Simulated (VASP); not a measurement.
Wanted: the native input for a VASP 6.6.1 run.

| Item | Value |
| --- | --- |
| Task | relaxation of cell and atoms |
| Functional | LDA |
| Potentials or basis | VASP PAW LDA potentials, release 64 (Mg, O) |
| Cutoff | 600 eV |
| k mesh | 10 × 10 × 10 |
| Occupations | gaussian, width 0.01 eV |
| Spin | no spin polarisation |
| Dipole correction | no |
| Further INCAR settings | ALGO = Normal; EDIFF = 1e-06; IBRION = 2; EDIFFG = -0.003; NSW = 100; ISIF = 3 |

The structure of MgO lies in POSCAR:

```
MgO
1.0
    0.0000000000      2.1085000000      2.1085000000
    2.1085000000      0.0000000000      2.1085000000
    2.1085000000      2.1085000000      0.0000000000
Mg O
1 1
Direct
    0.0000000000      0.0000000000      0.0000000000
    0.5000000000      0.5000000000      0.5000000000
```

One way to write it, as run:

INCAR

```
SYSTEM = MgO
  ALGO = Normal
  EDIFF = 1E-6
  EDIFFG = -0.003
  ENCUT = 600
  GGA = CA
  IBRION = 2
  ISIF = 3
  ISMEAR = 0
  LASPH = .TRUE.
  LCHARG = .FALSE.
  LREAL = .FALSE.
  LWAVE = .FALSE.
  NELM = 100
  NSW = 100
  PREC = Accurate
  SIGMA = 0.01
```

KPOINTS

```
k-points
0
G
  10 10 10
  0 0 0
```

Potentials or basis: VASP PAW LDA potentials, release 64 (Mg, O).

The run is started by

```bash
$ cat potpaw_LDA.64/Mg/POTCAR potpaw_LDA.64/O/POTCAR > POTCAR
$ mpirun -np 1 vasp_std > vasp.out
```

It gave:

```
Relaxed volume                         : 8.89 Å³/atom
Relaxed cell                           : a = 2.930 Å, b = 2.930 Å, c = 2.930 Å, α = 60.00°, β = 60.00°, γ = 60.00°
Space group after relaxing (to 0.05 Å) : Fm-3m (No. 225)
Energy gained by relaxing              : 13.4 meV/atom
Ionic steps                            : 3
Pressure after relaxing                : 0.0 GPa
Band gap on the k mesh                 : 5.16 eV, direct
```

Wall time 7.2 s on 1 thread of Intel(R) Xeon(R) Platinum 8375C CPU @ 2.90GHz (Ice Lake), on a shared host, peak memory 0.14 GiB.
